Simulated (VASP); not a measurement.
A run of VASP 6.6.1 is set up as follows.

Contents of INCAR:

```
ALGO = Normal
EDIFF = 1E-6
ENCUT = 600
GGA = PE
GGA_COMPAT = False
ISIF = 2
ISMEAR = 0
LASPH = True
LCHARG = True
LELF = True
LREAL = False
LVHAR = True
LWAVE = False
NBANDS = 25
NELM = 120
PREC = Accurate
SIGMA = 0.1
```

Contents of KPOINTS:

```
k-points
0
Gamma
  12 12 8
```

Contents of POSCAR:

```
CaF
1.0
    3.8992171529      0.0000000000      0.0000000000
    0.0000000000      3.8992171529      0.0000000000
    0.0000000000      0.0000000000      5.6452366219
Ca F
2 2
Direct
    0.5000000000      0.0000000000      0.7704632245
    0.0000000000      0.5000000000      0.2295367755
    0.0000000000      0.0000000000      0.0000000000
    0.5000000000      0.5000000000      0.0000000000
```

Potentials or basis: VASP PAW PBE potentials, release 64 (Ca_sv, F).

The run is started by

```console
$ cat potpaw_PBE.64/Ca_sv/POTCAR potpaw_PBE.64/F/POTCAR > POTCAR
$ mpirun -np 1 vasp_std > vasp.out
```

What does it give for the band gap on the k mesh?

Zero (bands 17 and 18 overlap by 1.31 eV).

Predict the pressure.

1.3 GPa.

What does it give for the largest force?

0.053 eV/Å.

Forces on the atoms (eV/Å):
```
Ca   0.000  0.000 -0.053
Ca   0.000  0.000  0.053
F    0.000  0.000  0.000
F    0.000  0.000  0.000
```
